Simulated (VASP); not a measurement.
A run of VASP 6.6.1 is set up as follows.

Contents of INCAR:

```
SYSTEM = P
  PREC = Accurate
  ENCUT = 600
  EDIFF = 1E-6
  ISMEAR = -1
  SIGMA = 0.1
  LREAL = .FALSE.
  LASPH = .TRUE.
  NELM = 60
  ALGO = Normal
  ISIF = 3
  LWAVE = .FALSE.
  LCHARG = .FALSE.
  GGA = PE
  IBRION = 2
  NSW = 60
  EDIFFG = -0.005
  PSTRESS = 2700.0
```

KPOINTS

```
Automatic mesh
0
G
  21 21 21
  0 0 0
```

The input POSCAR:

```
P
1.0
    0.0000000000      1.5220171003      1.5220171003
    1.5220171003      0.0000000000      1.5220171003
    1.5220171003      1.5220171003      0.0000000000
P
1
Direct
    0.0000000000      0.0000000000      0.0000000000
```

Potentials or basis: VASP PAW PBE potentials, release 64 (P).

Run with:

```sh
$ cat potpaw_PBE.64/P/POTCAR > POTCAR
$ mpirun -np 1 vasp_std > vasp.out
```

Question: Estimate the band gap on the k mesh.

Answer: Zero (an odd number of electrons rules out a gap without spin polarisation).

Question: What does it give for the relaxed volume?

Answer: 7.04 Å³/atom.

Question: What does it give for the relaxed cell?

Answer: a = 2.152 Å, b = 2.152 Å, c = 2.152 Å, α = 60.00°, β = 60.00°, γ = 60.00°.

Question: What does it give for the space group after relaxing (to 0.1 Å)?

Answer: Fm-3m (No. 225).

The path:
| step | energy change (eV) | largest force (eV/Å) | pressure (GPa) | volume (Å³) |
| --- | --- | --- | --- | --- |
| 1 | 0.0000 | 0.0000 | 268.91 | 7.05 |
| 2 | 0.0833 | 0.0000 | 275.32 | 7.00 |
| 3 | 0.0142 | 0.0000 | 270.02 | 7.04 |

Caveat: the cell is relaxed towards a set pressure, so the run minimises the enthalpy, not the energy.
